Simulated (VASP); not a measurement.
Here is a VASP 6.6.1 calculation.

The input INCAR:

```
PREC = Accurate ; ENCUT = 520
EDIFF = 1E-6 ; ISMEAR = 0
SIGMA = 0.01 ; LREAL = Auto
LASPH = T ; NELM = 80
ALGO = Normal ; ISIF = 2
LWAVE = F ; LCHARG = F
GGA = PE ; IBRION = 2
NSW = 65 ; EDIFFG = -0.025
NELECT = 130.0 ; KPAR = 2
```

The input KPOINTS:

```
Automatic mesh
0
Gamma
  2 2 2
  0.5 0.5 0.5
```

The input POSCAR:

```
Al16As16H
1.0
   -5.7279123196      5.7279123196     -5.7279123196
    5.7279123196     -5.7279123196     -5.7279123196
   -5.7279123196     -5.7279123196      5.7279123196
Al As H
16 16 1
Direct
    0.4993186813      0.2536463516      0.2514439664
    0.2461190463      0.2447688561      0.4934469829
   -0.0001194278      0.2501922832      0.7501909733
    0.7493633375      0.0006532353      0.2501567737
    0.7503472026      0.2511164873      0.0006464079
    0.4998286377      0.0016883627      0.4988058573
    0.2492714430      0.0005297415      0.7500864692
   -0.0001690408      0.7501576353      0.2501626790
    0.9987700709      0.9995458983      0.9977365710
    0.7495249609      0.7466046458      0.4992619076
    0.4967181198      0.7554089275      0.7497434572
    0.2518575528      0.5042980746      0.2520922404
    0.2503128687      0.7510999392      0.0006535189
    0.0009108673      0.5006222409      0.4987983650
    0.7536940072      0.5025968499      0.7505489769
    0.4999071954      0.5005604344      0.0034589024
    0.4998387435      0.0013229463      0.2495037653
    0.2496117875     -0.0003397537      0.5000488389
   -0.0008808283     -0.0000645490      0.7487968740
    0.7506128270      0.7514197290      0.2507714879
    0.7506185622      0.0016310087      0.0010307453
    0.5008734306      0.7530486304      0.4980897355
    0.2490942376      0.7508207359      0.7502644334
    0.0005311183      0.5006414299      0.2494952839
    0.0007809788      0.7513411653      0.0009856766
    0.7517849680      0.5010438721      0.4997649781
    0.4976869654      0.4970718737      0.7372470837
    0.2487808590      0.2516101803      0.2504265621
    0.2491290304      0.5006492448      0.0000330322
   -0.0011451373      0.2504002481      0.5000223389
    0.7500662497      0.2498487728      0.7502631929
    0.4997932620      0.2497280486     -0.0001043191
    0.4990124375      0.5038308260      0.5644419219
```

Potentials or basis: VASP PAW PBE potentials, release 64 (Al, As, H).

Run with:

```sh
$ cat potpaw_PBE.64/Al/POTCAR potpaw_PBE.64/As/POTCAR potpaw_PBE.64/H/POTCAR > POTCAR
$ mpirun -np 4 vasp_std > vasp.out
```

Q: Estimate the energy gained by relaxing.

A: 10.6 meV/atom.

Final structure:
```
CELL_PARAMETERS angstrom
-5.72791 5.72791 -5.72791
5.72791 -5.72791 -5.72791
-5.72791 -5.72791 5.72791
ATOMIC_POSITIONS crystal
Al 0.49976 0.25531 0.25608
Al 0.25611 0.25725 0.50213
Al 0.99964 0.25086 0.75095
Al 0.75001 0.00086 0.25102
Al 0.74980 0.25050 0.00094
Al 0.49976 0.00486 0.50093
Al 0.24969 0.00040 0.75096
Al 0.99988 0.75114 0.25101
Al 0.99606 0.99727 0.99753
Al 0.74501 0.74615 0.50161
Al 0.49979 0.74367 0.74487
Al 0.25449 0.50102 0.25644
Al 0.24957 0.75059 0.00083
Al 0.00330 0.50078 0.50107
Al 0.74340 0.50072 0.74581
Al 0.49979 0.50055 0.00750
As 0.49975 0.00302 0.25039
As 0.24930 0.00365 0.50125
As 0.99744 0.99862 0.74847
As 0.75080 0.75180 0.25500
As 0.74636 0.99760 0.99796
As 0.49984 0.75598 0.50106
As 0.25326 0.75087 0.75145
As 0.00201 0.50098 0.25075
As 0.99695 0.74772 0.99830
As 0.75420 0.50076 0.50132
As 0.49977 0.50054 0.75873
As 0.24532 0.24646 0.24683
As 0.24875 0.50077 0.00396
As 0.00252 0.25053 0.50108
As 0.75012 0.25398 0.75154
As 0.49971 0.24936 0.00380
H 0.49967 0.50292 0.50675
```

Caveat: the cell carries a net charge on a neutralising background, which shifts energy and pressure; the cell differs from its parent crystal (with an interstitial atom).
